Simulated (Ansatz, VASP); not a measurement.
**PbSe: VASP beside Ansatz**

The input POSCAR:

```
PbSe
1.0
    3.7707741272      0.0000000000      0.0000000000
    0.0000000000      3.7707741272      0.0000000000
    0.0000000000      0.0000000000      3.7707741272
Pb Se
1 1
Direct
    0.0000000000      0.0000000000      0.0000000000
    0.5000000000      0.5000000000      0.5000000000
```

The input INCAR.step1:

```
SYSTEM = PbSe
PREC = Accurate ; ENCUT = 520
ISMEAR = 0 ; SIGMA = 0.1
LREAL = .FALSE. ; LASPH = .TRUE.
NELM = 100 ; NBANDS = 17
GGA = PE ; ALGO = Normal
EDIFF = 1E-4 ; LWAVE = .TRUE.
LCHARG = .FALSE.
```

Contents of INCAR.step2:

```
SYSTEM = PbSe
PREC = Accurate ; ENCUT = 520
EDIFF = 1E-6 ; ISMEAR = 0
SIGMA = 0.1 ; LREAL = .FALSE.
LASPH = .TRUE. ; NELM = 100
ALGO = Normal ; ISIF = 2
LWAVE = .FALSE. ; LCHARG = .FALSE.
METAGGA = R2SCAN ; LMIXTAU = .TRUE.
NBANDS = 17 ; ISTART = 1
```

KPOINTS

```
Automatic mesh
0
G
  12 12 12
  0 0 0
```

Input for Ansatz:

```yaml
crystal:
  lattice:
    - [3.7707741272, 0.0, 0.0]
    - [0.0, 3.7707741272, 0.0]
    - [0.0, 0.0, 3.7707741272]
  atoms:
    - { symbol: Pb, position: [0.0, 0.0, 0.0] }
    - { symbol: Se, position: [0.5, 0.5, 0.5] }
basis:
  ecutwfc: 500
kpoints:
  mp_grid: { grid: [12, 12, 12] }
hamiltonian:
  xc: r2scan
scf:
  occupations: { method: gaussian, width: 0.1 }
output:
  forces: true
  stress: true
  eigenvalues: true
```

Alike in both runs: task single point; functional r2SCAN; k mesh 12 × 12 × 12; occupations gaussian, width 0.1 eV; no spin polarisation.

```csv
,VASP,Ansatz
version,VASP 6.6.1,Ansatz 0.2.0
potentials or method,"VASP PAW PBE potentials, release 64 (Pb_d, Se), cutoff 520 eV","scalar-relativistic, plane waves, PAW"
valence electrons in the cell,20,30
```

|  | VASP | Ansatz | Ansatz less VASP |
| --- | --- | --- | --- |
| gap on the k mesh at the Fermi level (eV) | none | none | - |
| pressure (GPa) | -0.1 | -0.2 | -0.06 |

VASP's potentials were made for PBE, not for r2SCAN. A gap of «none» marks a metal or a gap that the smearing closes. VASP's potentials hold 20 valence electrons a cell and Ansatz's 30, so a difference there can come from the potentials and not from the codes.

Spin-orbit coupling is off throughout.
